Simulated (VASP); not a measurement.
Set up this calculation in VASP 6.6.1, as the native input.

* Task: single point
* Functional: PBE
* Potentials or basis: VASP PAW PBE potentials, release 64 (K_sv, Al, Zn)
* Cutoff: 520 eV
* k mesh: 8 × 8 × 8
* Occupations: gaussian, width 0.1 eV
* Spin: no spin polarisation
* Dipole correction: no
* Further INCAR settings: ALGO = Normal; EDIFF = 1e-07; NBANDS = 26

The structure of KAl4Zn lies in POSCAR:

```
KAl4Zn
1.0
    0.0000000000      4.0136886359      4.0136886359
    4.0136886359      0.0000000000      4.0136886359
    4.0136886359      4.0136886359      0.0000000000
K Al Zn
1 4 1
Direct
    0.7500000000      0.7500000000      0.7500000000
    0.8743943038      0.3752018987      0.3752018987
    0.3752018987      0.3752018987      0.3752018987
    0.3752018987      0.8743943038      0.3752018987
    0.3752018987      0.3752018987      0.8743943038
    0.0000000000      0.0000000000      0.0000000000
```

These files were run (other wordings do the same):

INCAR

```
SYSTEM = KAl4Zn
ALGO     = Normal         ! electronic algorithm
EDIFF    = 1E-7           ! SCF threshold, eV
ENCUT    = 520            ! plane-wave cutoff, eV
GGA      = PE             ! functional
ISIF     = 2              ! what is computed and relaxed
ISMEAR   = 0              ! smearing method
LASPH    = .True.         ! aspherical terms in the spheres
LCHARG   = .False.        ! write CHGCAR
LREAL    = .False.        ! projectors in reciprocal space
LWAVE    = .False.        ! write WAVECAR
NBANDS   = 26             ! bands
NELM     = 100            ! most SCF steps
PREC     = Accurate       ! precision mode
SIGMA    = 0.1            ! smearing width, eV
```

KPOINTS

```
k-points
0
Gamma
  8 8 8
  0 0 0
```

Potentials or basis: VASP PAW PBE potentials, release 64 (K_sv, Al, Zn).

Launch:

```console
$ cat potpaw_PBE.64/K_sv/POTCAR potpaw_PBE.64/Al/POTCAR potpaw_PBE.64/Zn/POTCAR > POTCAR
$ mpirun -np 1 vasp_std > vasp.out
```

It gave:

```yaml
Pressure: 0.0 GPa
```

It took 68 s on 1 thread of AMD EPYC 9R45 96-Core Processor (Zen 5) (shared host), peak memory 0.28 GiB.
